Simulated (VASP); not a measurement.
Runs of VASP 6.6.1 on LiF. The structure is that of space group Pm-3m (No. 221), or close to it. The cells are those of the table. 

| level | cell | smearing | gap on the mesh (eV) |
| --- | --- | --- | --- |
| r2SCAN | a = 2.532 Å, angles 89.3°, 2 atoms | gaussian 0.01 eV | (b) |
| PBE | a = 2.607, b = 2.607, c = 2.516 Å, 2 atoms | fermi-dirac 0.02 eV | 7.17 |
| PBE | a = 2.532 Å, angles 89.3°, 2 atoms | fermi-dirac 0.02 eV | 7.79 |
| r2SCAN | a = 2.607, b = 2.607, c = 2.516 Å, 2 atoms | gaussian 0.01 eV | (a) |
| r2SCAN | a = 2.588, b = 2.516, c = 2.516 Å, 2 atoms | gaussian 0.01 eV | 8.75 |

Alike in all rows: task single point; potentials or basis VASP PAW PBE potentials, release 64 (Li_sv, F); no spin polarisation; k mesh 10 × 10 × 10; cutoff (eV) 520.

**Question.** Estimate the missing entries.

**Answer.** (a) 8.26; (b) 8.94.

A k mesh can miss the band edges.
